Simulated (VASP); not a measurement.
Here is a VASP 6.6.1 calculation.

File INCAR:

```
PREC = Accurate
ENCUT = 520
EDIFF = 1E-6
ISMEAR = 0
SIGMA = 0.1
LREAL = False
LASPH = True
NELM = 100
ALGO = Normal
ISIF = 2
LWAVE = False
LCHARG = False
GGA = PS
ISYM = 0
NBANDS = 29
```

The input KPOINTS:

```
Automatic mesh
0
Gamma
  10 10 5
```

Contents of POSCAR:

```
ZrSi2
1.0
    3.6567655748      0.0000000000      0.0000000000
    0.0000000000      3.6742585518      0.0000000000
    0.0000000000      1.8371292759      7.2829450218
Zr Si
2 4
Direct
    0.2500000000      0.8952826021      0.2094347957
    0.7500000000      0.1047173979      0.7905652043
    0.2500000000      0.5539585033      0.8920829934
    0.7500000000      0.4460414967      0.1079170066
    0.2500000000      0.2502317899      0.4995364203
    0.7500000000      0.7497682101      0.5004635797
```

Potentials or basis: VASP PAW PBE potentials, release 64 (Zr_sv, Si).

Run with:

```console
$ cat potpaw_PBE.64/Zr_sv/POTCAR potpaw_PBE.64/Si/POTCAR > POTCAR
$ mpirun -np 1 vasp_std > vasp.out
```

(1) Estimate the largest force.

(2) Estimate the band gap on the k mesh.

(3) Predict the pressure.

## Answers

(1) 0.006 eV/Å.

(2) zero (band 20 reaches 10.80 eV, above the bottom of band 21 at 9.80 eV).

(3) 0.2 GPa.

Caveat: the PAW data sets were made with another functional, which shifts forces and pressure a little.
